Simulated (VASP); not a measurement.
Input of a VASP 6.6.1 run:

The input INCAR:

```
SYSTEM = SiC
  ALGO = Normal
  EDIFF = 1E-7
  ENCUT = 520
  GGA = PS
  ISIF = 2
  ISMEAR = -1
  LASPH = .True.
  LCHARG = .True.
  LELF = .True.
  LREAL = Auto
  LVHAR = .True.
  LWAVE = .False.
  NBANDS = 46
  NELM = 80
  PREC = Accurate
  SIGMA = 0.05
```

KPOINTS

```
Automatic mesh
0
Gamma
  2 2 2
  0.5 0.5 0.5
```

The input POSCAR:

```
SiC
1.0
    6.1565700000      0.0000000000      0.0000000000
    0.0000000000      5.3317460000      0.0000000000
    0.0000000000      0.0000000000      5.0437270000
Si C
8 8
Direct
    0.2576220000      0.1628410000      0.4947380000
    0.0019380000      0.6664550000      0.5055940000
    0.7542220000      0.1676410000      0.5002580000
    0.4914750000      0.6654080000      0.5053500000
    0.0049460000      0.3197080000      0.9907500000
    0.4927630000      0.3410800000      0.0012740000
    0.2481460000      0.8206530000      0.0039020000
    0.7501370000      0.8234490000      0.9994930000
    0.9997940000      0.3289360000      0.3878780000
    0.5041950000      0.3335030000      0.3734770000
    0.2490250000      0.8544260000      0.3897580000
    0.7411210000      0.8454560000      0.3920020000
    0.2462980000      0.1592650000      0.8833550000
    0.0052700000      0.6679670000      0.8747750000
    0.7463550000      0.1700140000      0.8868990000
    0.4974710000      0.6589800000      0.8745400000
```

Potentials or basis: VASP PAW PBE potentials, release 64 (Si, C).

Command:

```console
$ cat potpaw_PBE.64/Si/POTCAR potpaw_PBE.64/C/POTCAR > POTCAR
$ mpirun -np 1 vasp_std > vasp.out
```

Predict the largest force.

4.669 eV/Å.

Estimate the band gap on the k mesh.

4.06 eV.

Predict the pressure.

1.5 GPa.

Stress tensor (GPa, compression positive):
```
 0.57  0.60 -0.14
 0.60  5.05  1.50
-0.14  1.50 -1.18
```

Caveat: the k points lie up to 0.62 Å⁻¹ apart; the PAW data sets were made with another functional, which shifts forces and pressure a little. A k mesh can miss the band edges.
